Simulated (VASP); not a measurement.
SrO, 4 atoms in the cell. The typed cell holds 4 atoms: a = 3.581 Å, b = 3.581 Å, c = 6.203 Å, α = 73.22°, β = 73.22°, γ = 60.00°.  This cell differs from its parent crystal: atoms displaced along a vibrational mode.

| Quantity | Value |
| --- | --- |
| Program | VASP 6.6.1 |
| Task | single point |
| Functional | LDA |
| Potentials or basis | VASP PAW LDA potentials, release 64 (Sr_sv, O) |
| Cutoff | 520 eV |
| k mesh | 9 × 9 × 8 |
| Occupations | gaussian, width 0.05 eV |
| Spin | no spin polarisation |
| Dipole correction | no |
| Further INCAR settings | ALGO = Normal; EDIFF = 1e-07; NBANDS = 24 |

Potentials or basis: VASP PAW LDA potentials, release 64 (Sr_sv, O).

Run with:

```sh
$ cat potpaw_LDA.64/Sr_sv/POTCAR potpaw_LDA.64/O/POTCAR > POTCAR
$ mpirun -np 1 vasp_std > vasp.out
```

Hardware: 1 thread of Intel(R) Xeon(R) Platinum 8259CL CPU @ 2.50GHz (Skylake/Cascade Lake), with other jobs on the host.

Task: Estimate the wall time of this run.

Result: It took 15 min on 1 thread of Intel(R) Xeon(R) Platinum 8259CL CPU @ 2.50GHz (Skylake/Cascade Lake), with other jobs on the host, peak memory 0.49 GiB. Counts: scf iterations 16, k points 325.
